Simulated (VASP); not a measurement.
Wanted: the native input for a VASP 6.6.1 run.

```yaml
Task: single point
Functional: PBE
Potentials_or_basis: VASP PAW PBE potentials, release 64 (Ge_d, Ga_d)
Cutoff: 520 eV
k_mesh: 7 × 7 × 7
Occupations: fermi-dirac, width 0.05 eV
Spin: no spin polarisation
Dipole_correction: no
Further_INCAR_settings: ALGO = Normal; EDIFF = 1e-07; NBANDS = 36
```

The structure of GaGe3 lies in POSCAR:

```
GaGe3
1.0
    0.0000000000      3.4317400984      3.4317400984
    3.4317400984      0.0000000000      3.4317400984
    3.4317400984      3.4317400984      0.0000000000
Ge Ga
3 1
Direct
    0.5000000000      0.5000000000      0.5000000000
    0.7500000000      0.7500000000      0.7500000000
    0.2500000000      0.2500000000      0.2500000000
    0.0000000000      0.0000000000      0.0000000000
```

The input as run:

INCAR

```
SYSTEM = GaGe3
PREC = Accurate
ENCUT = 520
EDIFF = 1E-7
ISMEAR = -1
SIGMA = 0.05
LREAL = .False.
LASPH = .True.
NELM = 100
ALGO = Normal
ISIF = 2
LWAVE = .False.
LCHARG = .False.
GGA = PE
NBANDS = 36
```

KPOINTS

```
regular mesh
0
Gamma
  7 7 7
  0 0 0
```

Potentials or basis: VASP PAW PBE potentials, release 64 (Ge_d, Ga_d).

Run with:

```console
$ cat potpaw_PBE.64/Ge_d/POTCAR potpaw_PBE.64/Ga_d/POTCAR > POTCAR
$ mpirun -np 1 vasp_std > vasp.out
```

It gave:

- Pressure: -2.6 GPa

It took 36 s on 1 thread of AMD EPYC 9R45 96-Core Processor (Zen 5), on a shared host, peak memory 0.19 GiB.
